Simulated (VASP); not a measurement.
A run of VASP 6.6.1 is set up as follows.

The input INCAR:

```
PREC = Accurate
ENCUT = 520
EDIFF = 1E-7
ISMEAR = -1
SIGMA = 0.1
LREAL = F
LASPH = T
NELM = 100
ALGO = Normal
ISIF = 2
LWAVE = F
LCHARG = F
NBANDS = 12
```

KPOINTS

```
regular mesh
0
Gamma
  17 17 17
```

POSCAR

```
Ag
1.0
   -1.3782453481      1.3782453481      1.3782453481
    1.3782453481     -1.3782453481      1.3782453481
    1.3782453481      1.3782453481     -1.3782453481
Ag
1
Direct
    0.0000000000      0.0000000000      0.0000000000
```

Potentials or basis: VASP PAW LDA potentials, release 64 (Ag).

Command:

```bash
$ cat potpaw_LDA.64/Ag/POTCAR > POTCAR
$ mpirun -np 1 vasp_std > vasp.out
```

Question: Predict the pressure.

Answer: 192.3 GPa.
